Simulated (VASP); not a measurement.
Input of a VASP 6.6.1 run:

Contents of INCAR:

```
ALGO = Fast
EDIFF = 1E-7
ENCUT = 520
GGA = PE
ISIF = 2
ISMEAR = 0
LASPH = T
LCHARG = F
LREAL = F
LWAVE = F
NBANDS = 12
NELM = 100
PREC = Accurate
SIGMA = 0.15
```

Contents of KPOINTS:

```
k-points
0
Gamma
  24 24 24
```

File POSCAR:

```
Ag
1.0
    0.0000000000      2.1513555377      2.0735956990
    2.1513555377      0.0000000000      2.0735956990
    2.1513555377      2.1513555377      0.0000000000
Ag
1
Direct
    0.0000000000      0.0000000000      0.0000000000
```

Potentials or basis: VASP PAW PBE potentials, release 64 (Ag).

Run with:

```sh
$ cat potpaw_PBE.64/Ag/POTCAR > POTCAR
$ mpirun -np 1 vasp_std > vasp.out
```

(1) What does it give for the pressure?

Answers

(1) -5.4 GPa.

Caveat: the cell differs from its parent crystal (strain +0.0375 x Voigt [1, 1, 0, 0, 0, 0]).
